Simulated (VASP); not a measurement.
# Fe (P6_3/mmc) in VASP: a series of runs

Runs on Fe. Level: PBE. Tasks: electric field gradients.

All numbers are computed with VASP 6.6.1; they aren't measurements. Logs are shortened: lines on timing, memory, paths and dates and some standing lists are left out, and cuts for length are marked.

### 1 The cell of the first run

The structure is hexagonal, space group P6_3/mmc (No. 194). The conventional cell has a = 2.384 Å, b = 2.384 Å, c = 3.764 Å, α = 90.00°, β = 90.00°, γ = 120.00°. Fe (site symmetry -6m2) has 12 Fe at 2.33 to 2.38 Å within 3.1 Å.

### 2 Electric field gradients, PBE (volume scaled by 0.94)

INCAR

```
SYSTEM = Fe
ALGO     = Normal         ! electronic algorithm
EDIFF    = 1E-8           ! SCF threshold, eV
ENCUT    = 520            ! plane-wave cutoff, eV
GGA      = PE             ! functional
ISIF     = 2              ! what is computed and relaxed
ISMEAR   = -1             ! smearing method
LASPH    = .TRUE.         ! aspherical terms in the spheres
LCHARG   = .FALSE.        ! write CHGCAR
LEFG     = .TRUE.       
LREAL    = .FALSE.        ! projectors in reciprocal space
LWAVE    = .FALSE.        ! write WAVECAR
NBANDS   = 15             ! bands
NELM     = 100            ! most SCF steps
PREC     = Accurate       ! precision mode
SIGMA    = 0.08           ! smearing width, eV
```

KPOINTS

```
k-points
0
G
  17 17 10
  0 0 0
```

POSCAR

```
Fe
1.0
    2.3844669570      0.0000000000      0.0000000000
   -1.1922334785      2.0650089592      0.0000000000
    0.0000000000      0.0000000000      3.7635056374
Fe
2
Direct
    0.3333333333      0.6666666667      0.2500000000
    0.6666666667      0.3333333333      0.7500000000
```

Potentials or basis: VASP PAW PBE potentials, release 64 (Fe).

Launch:

```bash
cat potpaw_PBE.64/Fe/POTCAR > POTCAR
mpirun -np 1 vasp_std > vasp.out
```

OUTCAR:

```text
SYSTEM = Fe
   EDIFF = 1E-8
   ENCUT = 520
   GGA = PE
   ISIF = 2
   ISMEAR = -1
   LASPH = .TRUE.
   LREAL = .FALSE.
   NELM = 100
   PREC = Accurate

 ion  position               nearest neighbor table
   1  0.333  0.667  0.250-   2 2.33   2 2.33   2 2.33   2 2.33   2 2.33   2 2.33
   2  0.667  0.333  0.750-   1 2.33   1 2.33   1 2.33   1 2.33   1 2.33   1 2.33

  LATTYP: Found a hexagonal cell.
 ALAT       =     2.3844669570
 C/A-ratio  =     1.5783425417

  Lattice vectors:

 A1 = (   2.3844669570,   0.0000000000,   0.0000000000)
 A2 = (  -1.1922334785,   2.0650089592,   0.0000000000)
 A3 = (   0.0000000000,   0.0000000000,   3.7635056374)

Analysis of symmetry for initial positions (statically):
=====================================================================
 Subroutine PRICEL returns:
 Original cell was already a primitive cell.

 Routine SETGRP: Setting up the symmetry group for a
 hexagonal supercell.

 Subroutine GETGRP returns: Found 24 space group operations
 (whereof 12 operations were pure point group operations)
 out of a pool of 24 trial point group operations.

The static configuration has the point symmetry D_3d.
 The point group associated with its full space group is D_6h.

Analysis of symmetry for dynamics (positions and initial velocities):
=====================================================================
 Subroutine PRICEL returns:
 Original cell was already a primitive cell.

 Routine SETGRP: Setting up the symmetry group for a
 hexagonal supercell.

 Subroutine GETGRP returns: Found 24 space group operations
 (whereof 12 operations were pure point group operations)
 out of a pool of 24 trial point group operations.

The dynamic configuration has the point symmetry D_3d.
 The point group associated with its full space group is D_6h.

 Subroutine INISYM returns: Found 24 space group operations
 (whereof 12 operations are pure point group operations),
 and found     1 'primitive' translations

----------------------------------------------------------------------------------------

                                     Primitive cell

  volume of cell :      18.5313

  direct lattice vectors                    reciprocal lattice vectors
     2.384466957  0.000000000  0.000000000     0.419380943  0.242129700  0.000000000
    -1.192233478  2.065008959  0.000000000     0.000000000  0.484259400  0.000000000
     0.000000000  0.000000000  3.763505637     0.000000000  0.000000000  0.265709712

  length of vectors
     2.384466957  2.384466957  3.763505637     0.484259400  0.484259400  0.265709712

  position of ions in fractional coordinates (direct lattice)
     0.333333333  0.666666667  0.250000000
     0.666666667  0.333333333  0.750000000

  ion indices of the primitive-cell ions
   primitive index   ion index
                 1           1
                 2           2

----------------------------------------------------------------------------------------

 KPOINTS: k-points

Automatic generation of k-mesh.
 Grid dimensions read from file:
 generate k-points for:   17   17   10

 Generating k-lattice:

  Cartesian coordinates                     Fractional coordinates (reciprocal lattice)
     0.024669467  0.014242924  0.000000000     0.058823529 -0.000000000  0.000000000
     0.000000000  0.028485847  0.000000000     0.000000000  0.058823529  0.000000000
     0.000000000  0.000000000  0.026570971     0.000000000  0.000000000  0.100000000

  Length of vectors
     0.028485847  0.028485847  0.026570971

  Shift w.r.t. Gamma in fractional coordinates (k-lattice)
     0.000000000  0.000000000  0.000000000

 Subroutine IBZKPT returns following result:
 ===========================================

 Found    198 irreducible k-points:

 Following reciprocal coordinates:
            Coordinates               Weight
  0.000000  0.000000  0.000000      1.000000
  0.058824  0.000000  0.000000      6.000000
  0.117647  0.000000  0.000000      6.000000
  0.176471  0.000000  0.000000      6.000000
  0.235294  0.000000  0.000000      6.000000
  0.294118  0.000000  0.000000      6.000000
[... 16 lines left out ...]
  0.411765  0.117647  0.000000     12.000000
  0.176471  0.176471  0.000000      6.000000
 [... further k-points ...]
   k-points           NKPTS =    198   k-points in BZ     NKDIM =    198   number of bands    NBANDS=     15
   number of dos      NEDOS =    301   number of ions     NIONS =      2
   total plane-waves  NPLWV =   9072
   dimension x,y,z NGX =    18 NGY =   18 NGZ =   28
   dimension x,y,z NGXF=    36 NGYF=   36 NGZF=   56
   ions per type =               2
   NGX,Y,Z   is equivalent  to a cutoff of  12.55, 12.55, 12.37 a.u.
   NGXF,Y,Z  is equivalent  to a cutoff of  25.10, 25.10, 24.74 a.u.
 SYSTEM =  Fe
   PREC   = accura    normal or accurate (medium, high low for compatibility)
   ISTART =      0    job   : 0-new  1-cont  2-samecut
   ICHARG =      2    charge: 1-file 2-atom 10-const
   ISPIN  =      1    spin polarized calculation?
   LNONCOLLINEAR =      F non collinear calculations
   LSORBIT =      F    spin-orbit coupling
   LASPH  =      T    aspherical Exc in radial PAW
   ENCUT  =  520.0 eV  38.22 Ry    6.18 a.u.   4.43  4.43  7.00*2*pi/ulx,y,z
   NELM   =    100;   NELMIN=  2; NELMDL= -5     # of ELM steps
   EDIFF  = 0.1E-07   stopping-criterion for ELM
   LREAL  =      F    real-space projection
   EDIFFG = 0.1E-06   stopping-criterion for IOM
   NSW    =      0    number of steps for IOM
   IBRION =     -1    ionic relax: 0-MD 1-quasi-New 2-CG
   NFREE  =      0    steps in history (QN), initial steepest desc. (CG)
   ISIF   =      2    stress and relaxation
   ISYM   =      2    0-nonsym 1-usesym 2-fastsym
   POTIM  = 0.5000    time-step for ionic-motion
   TEBEG  =    0.0;   TEEND  =   0.0 temperature during run
   PSTRESS=    0.0 pullay stress
   NELECT =      16.0000    total number of electrons
   NUPDOWN=      -1.0000    fix difference up-down
   EMIN   =  10.00;   EMAX   =-10.00  energy-range for DOS
   EFERMI =   0.00;   METHOD = LEGACY
   ISMEAR =    -1;   SIGMA  =   0.08  broadening in eV -4-tet -1-fermi 0-gaus
   EFERMI_NEDOS =   21; number of points for ismear=-14 and -15
   IALGO  =     38    algorithm
   IMIX   =      4    mixing-type and parameters
     AMIX     =   0.40;   BMIX     =  1.00
     AMIX_MAG =   1.60;   BMIX_MAG =  1.00
  volume/ion in A,a.u.               =       9.27        62.53
  Fermi-wavevector in a.u.,A,eV,Ry     =   1.558881  2.945857 33.063641  2.430109
  Thomas-Fermi vector in A             =   2.662321
   LORBIT       =      0    0 simple, 1 ext, 2 COOP (PROOUT), +10 PAW based schemes
   GGA     = PE    functional components
   LHFCALC =     F    Hartree Fock is set to
   AEXX    =    0.0000 exact exchange contribution
   IVDW    =     0    specifies the selected vdW correction
   LEPSILON=     F    determine dielectric tensor
   LRPA    =     F    only Hartree local field effects (RPA)
 non-spin polarized calculation
  energy-cutoff  :      520.00
  volume of cell :       18.53
 maximum number of plane-waves:       523
 NGX is ok and might be reduce to    18
   NGX =  9   NGY =  9   NGZ = 13

 number of electron      16.0000000 magnetization

 Free energy of the ion-electron system (eV)
  ---------------------------------------------------
  ext. energy  EPLUGINS =         0.00000000
  ---------------------------------------------------
  free energy    TOTEN  =       -16.15667118 eV

  energy without entropy =      -16.10763070  energy(sigma->0) =      -16.13215094

 E-fermi :   8.0496     XC(G=0): -14.3571

 val. band max:        8.0436087466   @ k =   0.2941   0.0000   0.2000
 cond. band min:       8.0524556084   @ k =   0.2941   0.0000   0.0000
 fundamental gap:      0.0088468618
 Fermi energy:         8.0496069904

 k-point     1 :       0.0000    0.0000    0.0000
  band No.  band energies     occupation
      1      -1.4280      2.00000
      2       2.5090      2.00000
      3       6.1399      2.00000
      4       6.1399      2.00000
      5       6.3079      2.00000
      6       6.6840      2.00000
      7       6.6840      2.00000
      8       7.0678      1.99999
      9       7.0678      1.99999
     10       8.6597      0.00097
     11       8.8601      0.00008
     12       8.8601      0.00008
     13      17.8618      0.00000
     14      30.6844      0.00000
     15      34.6938      0.00000

 k-point     2 :       0.0588    0.0000    0.0000
  band No.  band energies     occupation
      1      -1.2886      2.00000
      2       2.6015      2.00000
      3       5.9322      2.00000
      4       6.2229      2.00000
      5       6.4817      2.00000
      6       6.6422      2.00000
      7       6.7566      2.00000
      8       6.9645      2.00000
      9       7.0093      2.00000
     10       7.7232      1.96677
     11       8.8891      0.00006
     12       9.9723      0.00000
     13      17.8646      0.00000
     14      30.2741      0.00000
     15      33.3907      0.00000

 k-point     3 :       0.1176    0.0000    0.0000
  band No.  band energies     occupation
      1      -0.8801      2.00000
      2       2.8561      2.00000
      3       5.6140      2.00000
      4       6.4091      2.00000
      5       6.4651      2.00000
      6       6.5007      2.00000
      7       6.7571      2.00000
      8       6.8527      2.00000
      9       6.9677      2.00000
     10       7.1863      1.99996
     11       8.9618      0.00002
     12      11.2862      0.00000
     13      17.8772      0.00000
     14      28.6960      0.00000
     15      32.0824      0.00000
[... 343 lines left out ...]
 k-point    23 :       0.4118    0.1176    0.0000
  band No.  band energies     occupation
      1       3.1364      2.00000
      2       3.3579      2.00000
      3       3.3613      2.00000
      4       5.3696      2.00000
      5       5.7131      2.00000
      6       6.2492      2.00000
      7       6.8716      2.00000
      8       8.9222      0.00004
      9       9.0571      0.00001
     10       9.1987      0.00000
     11      11.3496      0.00000
     12      14.1353      0.00000
     13      20.5682      0.00000
     14      21.2628      0.00000
     15      22.1899      0.00000

 k-point    24 :       0.1765    0.1765    0.0000
  band No.  band energies     occupation
      1       1.7685      2.00000
      2       3.9042      2.00000
      3       4.2563      2.00000
      4       4.4400      2.00000
      5       5.8709      2.00000
      6       6.3323      2.00000
      7       6.7798      2.00000
      8       7.5118      1.99760
      9       8.1682      0.37024
     10       8.7812      0.00021
     11       9.1104      0.00000
     12      16.0728      0.00000
     13      18.1979      0.00000
     14      22.4500      0.00000
     15      23.4032      0.00000

 [... further k-points ...]

------------------------ aborting loop because EDIFF is reached ----------------------------------------

  FORCE on cell =-STRESS in cart. coord.  units (eV):
  Direction    XX          YY          ZZ          XY          YZ          ZX
  --------------------------------------------------------------------------------------
  -------------------------------------------------------------------------------------
  Total        3.8323940      3.8323940      4.0852332      0.0000000     -0.0000000      0.0000000
  in kB      331.3407998    331.3407998    353.2007460      0.0000000     -0.0000000      0.0000000
  external PRESSURE =     338.6274485 kB  Pullay stress =       0.0000000 kB

 VOLUME and BASIS-vectors are now :
 -----------------------------------------------------------------------------
  energy-cutoff  :      520.00
  volume of cell :       18.53
      direct lattice vectors                 reciprocal lattice vectors
     2.384466957  0.000000000  0.000000000     0.419380943  0.242129700  0.000000000
    -1.192233478  2.065008959  0.000000000     0.000000000  0.484259400  0.000000000
     0.000000000  0.000000000  3.763505637     0.000000000  0.000000000  0.265709712

 POSITION                                       TOTAL-FORCE (eV/Angst)
 -----------------------------------------------------------------------------------
     -0.00000      1.37667      0.94088         0.000000      0.000000      0.000000
      1.19223      0.68834      2.82263        -0.000000     -0.000000      0.000000
 -----------------------------------------------------------------------------------
    total drift:                                0.000000     -0.000000     -0.000000

  FREE ENERGIE OF THE ION-ELECTRON SYSTEM (eV)
  ---------------------------------------------------
  free  energy   TOTEN  =       -16.1566711780 eV

  energy  without entropy=      -16.1076306972  energy(sigma->0) =      -16.13215094

 Electric field gradients (V/A^2)
---------------------------------------------------------------------
 ion       V_xx      V_yy      V_zz      V_xy      V_xz      V_yz
---------------------------------------------------------------------
   1       4.376     4.377    -8.752     0.001     0.000    -0.000
   2       4.376     4.377    -8.752     0.001    -0.000     0.000
---------------------------------------------------------------------

 Electric field gradients after diagonalization (V/A^2)
 (convention: |V_zz| > |V_xx| > |V_yy|)
----------------------------------------------------------------------
 ion       V_xx      V_yy      V_zz     asymmetry (V_yy - V_xx)/ V_zz
----------------------------------------------------------------------
   1       4.377     4.375    -8.752       0.000
   2       4.377     4.375    -8.752       0.000
----------------------------------------------------------------------

           NMR quadrupolar parameters

 Cq : quadrupolar parameter    Cq=e*Q*V_zz/h
 eta: asymmetry parameters     (V_yy - V_xx)/ V_zz
 Q  : nuclear electric quadrupole moment in mb (millibarn)
----------------------------------------------------------------------
 ion       Cq(MHz)       eta       Q (mb)
----------------------------------------------------------------------
   1      -0.021       0.000       1.000
   2      -0.021       0.000       1.000
----------------------------------------------------------------------
```

Run time: 32 s. Hardware: 1 thread of Intel Xeon Platinum 8488C (Sapphire Rapids), shared host; peak memory 0.16 GiB.

What came out:

```yaml
Free_energy: -16.1567 eV
Pressure: 33.9 GPa
Band_gap_on_the_k_mesh: zero (band 8 reaches 9.01 eV, above the bottom of band 9 at 6.91 eV)
```

Electric field gradients, principal values (V/Å²):
```csv
atom,least,middle,greatest (by size)
1 Fe,4.375,4.377,-8.752
2 Fe,4.375,4.377,-8.752
```

Caveat: without QUAD_EFG the Cq values of the log hold for a quadrupole moment of 1 mb, not for the nuclei; the run has no spin polarisation, though such a crystal can be magnetic. Spin polarisation is off, so any magnetic state and its effect on volume and gap are missing.

(Continued in part 2 of 3.)
